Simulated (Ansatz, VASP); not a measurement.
## One calculation of WS2, two programs

Contents of INCAR:

```
PREC = Accurate
ENCUT = 520
EDIFF = 1E-6
ISMEAR = 0
SIGMA = 0.05
LREAL = False
LASPH = True
NELM = 60
ALGO = Normal
ISIF = 2
LWAVE = False
LCHARG = True
GGA = PE
IVDW = 12
LELF = True
LVHAR = True
NBANDS = 64
```

The input KPOINTS:

```
regular mesh
0
Gamma
  6 6 6
```

The input POSCAR:

```
WS2
1.0
    3.1572031343     -5.4684362384      0.0000000000
    6.3144062686      0.0000000000      0.0000000000
    3.1572031343     -1.8228120795      6.0393060278
W S
4 8
Direct
    0.5006554632      0.0006554632      0.9980336103
    0.0006554632      0.0006554632      0.9980336103
    0.5006554632      0.5006554632      0.9980336103
    0.0006554632      0.5006554632      0.9980336103
    0.7472223774      0.2472223774      0.2583328678
    0.2472223774      0.2472223774      0.2583328678
    0.7472223774      0.7472223774      0.2583328678
    0.2472223774      0.7472223774      0.2583328678
    0.9307688009      0.3684724840      0.7699899143
    0.4208221593      0.4208221593      0.7375335222
    0.9208221593      0.9208221593      0.7375335222
    0.4208221593      0.9208221593      0.7375335222
```

Input for Ansatz:

```yaml
crystal:
  lattice:
    - [3.1572031343, -5.4684362384, 0.0]
    - [6.3144062686, 0.0, 0.0]
    - [3.1572031343, -1.8228120795, 6.0393060278]
  atoms:
    - { symbol: W, position: [0.5006554632, 0.0006554632, 0.9980336103] }
    - { symbol: W, position: [0.0006554632, 0.0006554632, 0.9980336103] }
    - { symbol: W, position: [0.5006554632, 0.5006554632, 0.9980336103] }
    - { symbol: W, position: [0.0006554632, 0.5006554632, 0.9980336103] }
    - { symbol: S, position: [0.7472223774, 0.2472223774, 0.2583328678] }
    - { symbol: S, position: [0.2472223774, 0.2472223774, 0.2583328678] }
    - { symbol: S, position: [0.7472223774, 0.7472223774, 0.2583328678] }
    - { symbol: S, position: [0.2472223774, 0.7472223774, 0.2583328678] }
    - { symbol: S, position: [0.9307688009, 0.368472484, 0.7699899143] }
    - { symbol: S, position: [0.4208221593, 0.4208221593, 0.7375335222] }
    - { symbol: S, position: [0.9208221593, 0.9208221593, 0.7375335222] }
    - { symbol: S, position: [0.4208221593, 0.9208221593, 0.7375335222] }
basis:
  ecutwfc: 420
kpoints:
  mp_grid: { grid: [6, 6, 6] }
hamiltonian:
  xc: pbe
  dispersion: d3bj
scf:
  occupations: { method: gaussian, width: 0.05 }
output:
  forces: true
  stress: true
  eigenvalues: true
```

Alike in both runs: task single point; functional PBE; dispersion D3(BJ); k mesh 6 × 6 × 6; occupations gaussian, width 0.05 eV; no spin polarisation.

|  | VASP | Ansatz |
| --- | --- | --- |
| version | VASP 6.6.1 | Ansatz 0.2.0 |
| potentials or method | VASP PAW PBE potentials, release 64 (W_sv, S), cutoff 520 eV | scalar-relativistic, plane waves, PAW |
| valence electrons in the cell | 104 | 104 |

VASP gave:

```
gap on the k mesh at the Fermi level (eV)                     : 0.87
least direct gap on the mesh (eV)                             : 1.70
pressure (GPa)                                                : 4.0
traceless stress, the component that is largest in VASP (GPa) : -3.98
rms of the force components (eV/Å)                            : 1.517
```

Question: What did Ansatz give for the same quantities?

Answer: gap on the k mesh at the Fermi level (eV): 0.86; least direct gap on the mesh (eV): 1.70; pressure (GPa): 4.0; traceless stress, the component that is largest in VASP (GPa): -4.00; rms of the force components (eV/Å): 1.523.

Atom by atom the forces differ by 0.006 eV/Å (rms over components).

Neither program's run includes spin-orbit coupling.
